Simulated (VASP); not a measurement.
# As in VASP: single point with LDA

Aim: the single point of As with LDA.

Program: VASP 6.6.1. These are calculated values, not measurements. Logs are shortened: lines on timing, memory, paths and dates and some standing lists are left out, and cuts for length are marked.

## (1) The cell of the first run

The cell holds a slab with vacuum, 2 atoms: a = 3.521 Å, b = 3.521 Å, c = 28.000 Å, α = 90.00°, β = 90.00°, γ = 120.00°.

## (2) Single point, LDA

Input file INCAR:

```
SYSTEM = As
PREC = Accurate ; ENCUT = 400
EDIFF = 1E-6 ; ISMEAR = 0
SIGMA = 0.1 ; LREAL = .FALSE.
LASPH = .TRUE. ; NELM = 120
ALGO = Normal ; ISIF = 2
LWAVE = .FALSE. ; LCHARG = .FALSE.
LDIPOL = .TRUE. ; IDIPOL = 3
DIPOL = 0.5 0.5 0.500 ; NBANDS = 22
GGA_COMPAT = .FALSE. ; NELMDL = -8
```

Input file KPOINTS:

```
Automatic mesh
0
G
  6 6 1
  0 0 0
```

Input file POSCAR:

```
As
1.0
    3.5214958115      0.0000000000      0.0000000000
   -1.7607479057      3.0497048321      0.0000000000
    0.0000000000      0.0000000000     28.0000000000
As
2
Direct
    0.3333333333      0.6666666667      0.5245783052
    0.6666666667      0.3333333333      0.4754216948
```

Potentials or basis: VASP PAW LDA potentials, release 64 (As_d).

Started as:

```
> cat potpaw_LDA.64/As_d/POTCAR > POTCAR
> mpirun -np 1 vasp_std > vasp.out
```

OUTCAR:

```text
SYSTEM = As
   PREC = Accurate
   ENCUT = 400
   EDIFF = 1E-6
   ISMEAR = 0
   LREAL = .FALSE.
   LASPH = .TRUE.
   NELM = 120
   ISIF = 2
   NELMDL = -8

 ion  position               nearest neighbor table
   1  0.333  0.667  0.525-   2 2.46   2 2.46   2 2.46
   2  0.667  0.333  0.475-   1 2.46   1 2.46   1 2.46

  LATTYP: Found a hexagonal cell.
 ALAT       =     3.5214958115
 C/A-ratio  =     7.9511666345

  Lattice vectors:

 A1 = (   3.5214958115,   0.0000000000,   0.0000000000)
 A2 = (  -1.7607479057,   3.0497048321,   0.0000000000)
 A3 = (   0.0000000000,   0.0000000000,  28.0000000000)

Analysis of symmetry for initial positions (statically):
=====================================================================
 Subroutine PRICEL returns:
 Original cell was already a primitive cell.

 Routine SETGRP: Setting up the symmetry group for a
 hexagonal supercell.

 Subroutine GETGRP returns: Found 12 space group operations
 (whereof 12 operations were pure point group operations)
 out of a pool of 24 trial point group operations.

The static configuration has the point symmetry D_3d.

Analysis of symmetry for dynamics (positions and initial velocities):
=====================================================================
 Subroutine PRICEL returns:
 Original cell was already a primitive cell.

 Routine SETGRP: Setting up the symmetry group for a
 hexagonal supercell.

 Subroutine GETGRP returns: Found 12 space group operations
 (whereof 12 operations were pure point group operations)
 out of a pool of 24 trial point group operations.

The dynamic configuration has the point symmetry D_3d.

 Subroutine INISYM returns: Found 12 space group operations
 (whereof 12 operations are pure point group operations),
 and found     1 'primitive' translations

----------------------------------------------------------------------------------------

                                     Primitive cell

  volume of cell :     300.7066

  direct lattice vectors                    reciprocal lattice vectors
     3.521495811  0.000000000  0.000000000     0.283970237  0.163950293  0.000000000
    -1.760747906  3.049704832  0.000000000     0.000000000  0.327900585  0.000000000
     0.000000000  0.000000000 28.000000000     0.000000000  0.000000000  0.035714286

  length of vectors
     3.521495811  3.521495811 28.000000000     0.327900585  0.327900585  0.035714286

  position of ions in fractional coordinates (direct lattice)
     0.333333333  0.666666667  0.524578305
     0.666666667  0.333333333  0.475421695

  ion indices of the primitive-cell ions
   primitive index   ion index
                 1           1
                 2           2

----------------------------------------------------------------------------------------

 KPOINTS: Automatic mesh

Automatic generation of k-mesh.
 Grid dimensions read from file:
 generate k-points for:    6    6    1

 Generating k-lattice:

  Cartesian coordinates                     Fractional coordinates (reciprocal lattice)
     0.047328373  0.027325049  0.000000000     0.166666667  0.000000000  0.000000000
     0.000000000  0.054650098  0.000000000     0.000000000  0.166666667  0.000000000
     0.000000000  0.000000000  0.035714286     0.000000000  0.000000000  1.000000000

  Length of vectors
     0.054650098  0.054650098  0.035714286

  Shift w.r.t. Gamma in fractional coordinates (k-lattice)
     0.000000000  0.000000000  0.000000000

 Subroutine IBZKPT returns following result:
 ===========================================

 Found      7 irreducible k-points:

 Following reciprocal coordinates:
            Coordinates               Weight
  0.000000  0.000000  0.000000      1.000000
  0.166667  0.000000  0.000000      6.000000
  0.333333  0.000000  0.000000      6.000000
  0.500000  0.000000  0.000000      3.000000
  0.166667  0.166667  0.000000      6.000000
  0.333333  0.166667  0.000000     12.000000
  0.333333  0.333333  0.000000      2.000000
   k-points           NKPTS =      7   k-points in BZ     NKDIM =      7   number of bands    NBANDS=     22
   number of dos      NEDOS =    301   number of ions     NIONS =      2
   total plane-waves  NPLWV = 110592
   dimension x,y,z NGX =    24 NGY =   24 NGZ =  192
   dimension x,y,z NGXF=    48 NGYF=   48 NGZF=  384
   ions per type =               2
   NGX,Y,Z   is equivalent  to a cutoff of  11.33, 11.33, 11.40 a.u.
   NGXF,Y,Z  is equivalent  to a cutoff of  22.66, 22.66, 22.80 a.u.
 SYSTEM =  As
   PREC   = accura    normal or accurate (medium, high low for compatibility)
   ISTART =      0    job   : 0-new  1-cont  2-samecut
   ICHARG =      2    charge: 1-file 2-atom 10-const
   ISPIN  =      1    spin polarized calculation?
   LNONCOLLINEAR =      F non collinear calculations
   LSORBIT =      F    spin-orbit coupling
   LASPH  =      T    aspherical Exc in radial PAW
   ENCUT  =  400.0 eV  29.40 Ry    5.42 a.u.   5.74  5.74 45.66*2*pi/ulx,y,z
   NELM   =    120;   NELMIN=  2; NELMDL= -8     # of ELM steps
   EDIFF  = 0.1E-05   stopping-criterion for ELM
   LREAL  =      F    real-space projection
   EDIFFG = 0.1E-04   stopping-criterion for IOM
   NSW    =      0    number of steps for IOM
   IBRION =     -1    ionic relax: 0-MD 1-quasi-New 2-CG
   NFREE  =      0    steps in history (QN), initial steepest desc. (CG)
   ISIF   =      2    stress and relaxation
   ISYM   =      2    0-nonsym 1-usesym 2-fastsym
   POTIM  = 0.5000    time-step for ionic-motion
   TEBEG  =    0.0;   TEEND  =   0.0 temperature during run
   PSTRESS=    0.0 pullay stress
   NELECT =      30.0000    total number of electrons
   NUPDOWN=      -1.0000    fix difference up-down
   EMIN   =  10.00;   EMAX   =-10.00  energy-range for DOS
   EFERMI =   0.00;   METHOD = LEGACY
   ISMEAR =     0;   SIGMA  =   0.10  broadening in eV -4-tet -1-fermi 0-gaus
   EFERMI_NEDOS =   21; number of points for ismear=-14 and -15
   IALGO  =     38    algorithm
   IMIX   =      4    mixing-type and parameters
     AMIX     =   0.40;   BMIX     =  1.00
     AMIX_MAG =   1.60;   BMIX_MAG =  1.00
  volume/ion in A,a.u.               =     150.35      1014.63
  Fermi-wavevector in a.u.,A,eV,Ry     =   0.759278  1.434828  7.843804  0.576503
  Thomas-Fermi vector in A             =   1.858037
   LORBIT       =      0    0 simple, 1 ext, 2 COOP (PROOUT), +10 PAW based schemes
   GGA     = CA    functional components
   LHFCALC =     F    Hartree Fock is set to
   AEXX    =    0.0000 exact exchange contribution
   IVDW    =     0    specifies the selected vdW correction
   LEPSILON=     F    determine dielectric tensor
   LRPA    =     F    only Hartree local field effects (RPA)
 non-spin polarized calculation
 Gauss-broadening in eV      SIGMA  =   0.10
  energy-cutoff  :      400.00
  volume of cell :      300.71
 maximum number of plane-waves:      5492
 NGX is ok and might be reduce to    24
   NGX = 11   NGY = 11   NGZ = 91

 dipolmoment           0.000000      0.000000     -0.000000 electrons x Angstroem

 number of electron      30.0000004 magnetization

 dipolmoment           0.000000      0.000000      0.000000 electrons x Angstroem

 Free energy of the ion-electron system (eV)
  ---------------------------------------------------
  ext. energy  EPLUGINS =         0.00000000
  ---------------------------------------------------
  free energy    TOTEN  =       -10.44145556 eV

  energy without entropy =      -10.44145556  energy(sigma->0) =      -10.44145556

 E-fermi :  -3.7477     XC(G=0):  -2.0711

 val. band max:       -4.3136452081   @ k =   0.0000   0.0000   0.0000
 cond. band min:      -2.8511572244   @ k =   0.3333   0.0000   0.0000
 fundamental gap:      1.4624879838
 Fermi energy:        -3.7476550689

 k-point     1 :       0.0000    0.0000    0.0000
  band No.  band energies     occupation
      1     -39.6725      2.00000
      2     -39.6725      2.00000
      3     -39.6229      2.00000
      4     -39.6229      2.00000
      5     -39.5792      2.00000
      6     -39.5398      2.00000
[... 14 lines left out ...]
     21       1.3161      0.00000
     22       1.5620      0.00000

 k-point     2 :       0.1667    0.0000    0.0000
  band No.  band energies     occupation
      1     -39.6713      2.00000
      2     -39.6630      2.00000
      3     -39.6211      2.00000
      4     -39.6160      2.00000
      5     -39.5770      2.00000
      6     -39.5445      2.00000
[... 14 lines left out ...]
     21       1.7595      0.00000
     22       2.0124      0.00000

 k-point     3 :       0.3333    0.0000    0.0000
  band No.  band energies     occupation
      1     -39.6686      2.00000
      2     -39.6415      2.00000
      3     -39.6134      2.00000
      4     -39.5985      2.00000
      5     -39.5710      2.00000
      6     -39.5577      2.00000
[... 14 lines left out ...]
     21       3.0129      0.00000
     22       3.3175      0.00000

 k-point     4 :       0.5000    0.0000    0.0000
  band No.  band energies     occupation
      1     -39.6671      2.00000
      2     -39.6327      2.00000
      3     -39.5934      2.00000
      4     -39.5792      2.00000
      5     -39.5764      2.00000
      6     -39.5750      2.00000
[... 14 lines left out ...]
     21       4.2669      0.00000
     22       4.6322      0.00000

 k-point     5 :       0.1667    0.1667    0.0000
  band No.  band energies     occupation
      1     -39.6697      2.00000
      2     -39.6455      2.00000
      3     -39.6168      2.00000
      4     -39.6054      2.00000
      5     -39.5719      2.00000
      6     -39.5549      2.00000
[... 14 lines left out ...]
     21       2.5849      0.00000
     22       2.8924      0.00000

 k-point     6 :       0.3333    0.1667    0.0000
  band No.  band energies     occupation
      1     -39.6681      2.00000
      2     -39.6252      2.00000
      3     -39.6033      2.00000
      4     -39.5883      2.00000
      5     -39.5746      2.00000
      6     -39.5658      2.00000
[... 14 lines left out ...]
     21       4.1609      0.00000
     22       4.4706      0.00000

 k-point     7 :       0.3333    0.3333    0.0000
  band No.  band energies     occupation
      1     -39.6681      2.00000
      2     -39.6018      2.00000
      3     -39.6018      2.00000
      4     -39.5956      2.00000
      5     -39.5702      2.00000
      6     -39.5702      2.00000
[... 14 lines left out ...]
     21       4.7718      0.00000
     22       5.5978      0.00000

------------------------ aborting loop because EDIFF is reached ----------------------------------------

 vacuum level on the upper side and lower side of the slab       (xc-potential included)        -0.007        -0.007

  FORCE on cell =-STRESS in cart. coord.  units (eV):
  Direction    XX          YY          ZZ          XY          YZ          ZX
  --------------------------------------------------------------------------------------
  -------------------------------------------------------------------------------------
  Total        0.0063761      0.0063761      0.0103917      0.0000000     -0.0000000      0.0000000
  in kB        0.0339720      0.0339720      0.0553675      0.0000000     -0.0000000      0.0000000
  external PRESSURE =       0.0411038 kB  Pullay stress =       0.0000000 kB

 VOLUME and BASIS-vectors are now :
 -----------------------------------------------------------------------------
  energy-cutoff  :      400.00
  volume of cell :      300.71
      direct lattice vectors                 reciprocal lattice vectors
     3.521495811  0.000000000  0.000000000     0.283970237  0.163950293  0.000000000
    -1.760747906  3.049704832  0.000000000     0.000000000  0.327900585  0.000000000
     0.000000000  0.000000000 28.000000000     0.000000000  0.000000000  0.035714286

 POSITION                                       TOTAL-FORCE (eV/Angst)
 -----------------------------------------------------------------------------------
     -0.00000      2.03314     14.68819         0.000000      0.000000      0.063144
      1.76075      1.01657     13.31181        -0.000000     -0.000000     -0.063144
 -----------------------------------------------------------------------------------
    total drift:                                0.000000     -0.000000      0.000000

  FREE ENERGIE OF THE ION-ELECTRON SYSTEM (eV)
  ---------------------------------------------------
  free  energy   TOTEN  =       -10.4414555643 eV

  energy  without entropy=      -10.4414555643  energy(sigma->0) =      -10.44145556

 vacuum level on the upper side and lower side of the slab         1.190         1.190
```

It took 1.7 min on 1 thread of AMD EPYC 7R43 (Zen 3), shared host; peak memory 0.2 GiB.

What came out:

```yaml
Free_energy: -10.4415 eV
Largest_force: 0.063 eV/Å
Band_gap_on_the_k_mesh: 1.46 eV (least direct gap 2.09 eV)
```

Forces in eV/Å, atoms in the order of the input:
```
As   0.000  0.000  0.063
As   0.000  0.000 -0.063
```
